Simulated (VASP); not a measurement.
Input of a VASP 6.6.1 run:

Contents of POSCAR:

```
Os
1.0
    2.7341000000      0.0000000000      0.0000000000
   -1.3670500000      2.3678000565      0.0000000000
    0.0000000000      0.0000000000      4.3197000000
Os
2
Direct
    0.6666666667      0.3333333333      0.7500000000
    0.3333333333      0.6666666667      0.2500000000
```

INCAR.step1

```
PREC = Accurate ; ENCUT = 520
EDIFF = 1E-6 ; ISMEAR = -1
SIGMA = 0.05 ; LREAL = F
LASPH = T ; NELM = 200
ALGO = Normal ; ISIF = 2
LWAVE = F ; LCHARG = T
ISPIN = 2 ; MAGMOM = 0 0
LMAXMIX = 4 ; GGA = RP
NBANDS = 19 ; GGA_COMPAT = F
NEDOS = 2001 ; LORBIT = 11
```

File KPOINTS.step1:

```
regular mesh
0
Gamma
  11 11 6
```

The input INCAR.step2:

```
PREC = Accurate ; ENCUT = 520
EDIFF = 1E-6 ; ISMEAR = -5
SIGMA = 0.05 ; LREAL = F
LASPH = T ; NELM = 200
ALGO = Normal ; ISIF = 2
LWAVE = F ; LCHARG = F
ISPIN = 2 ; MAGMOM = 0 0
LORBIT = 10 ; LMAXMIX = 4
GGA = RP ; NEDOS = 1001
ICHARG = 11 ; GGA_COMPAT = F
```

Contents of KPOINTS.step2:

```
regular mesh
0
Gamma
  17 17 9
```

Potentials or basis: VASP PAW PBE potentials, release 64 (Os).

The run is started by

```bash
$ cat potpaw_PBE.64/Os/POTCAR > POTCAR
$ cp INCAR.step1 INCAR
$ cp KPOINTS.step1 KPOINTS
$ mpirun -np 1 vasp_std > vasp.out
$ cp INCAR.step2 INCAR
$ cp KPOINTS.step2 KPOINTS
$ mpirun -np 1 vasp_std > vasp.out
```

Predict the net moment.

0.00 μB per cell.
